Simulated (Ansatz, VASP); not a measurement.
One calculation of CdSe, two programs

```xyz
2
Lattice="0.0000 3.0442 3.0442 3.0442 0.0000 3.0442 3.0442 3.0442 0.0000" Properties=species:S:1:pos:R:3 pbc="T T T"
Cd    0.0000    0.0000    0.0000
Se    1.5221    1.5221    1.5221
```

Change from the starting cell: hydrostatic strain -0.8%.

Alike in both runs: task single point; functional r2SCAN; k mesh 8 × 8 × 8; no spin polarisation.

```csv
,VASP,Ansatz
version,VASP 6.6.1,Ansatz 0.2.0
potentials or method,"VASP PAW PBE potentials, release 64 (Cd, Se)","plane waves, PAW"
plane-wave cutoff (eV),520,500
occupations,"gaussian, width 0.01 eV",fixed
valence electrons in the cell,18,36
```

VASP gave:

- gap on the k mesh at the Fermi level (eV): 1.08
- pressure (GPa): 1.5

Problem. What did Ansatz give for the same quantities?

Solution. gap on the k mesh at the Fermi level (eV): 1.09; pressure (GPa): 1.2.

VASP's potentials were made for PBE, not for r2SCAN. VASP's potentials hold 18 valence electrons a cell and Ansatz's 36, so a difference there can come from the potentials and not from the codes.
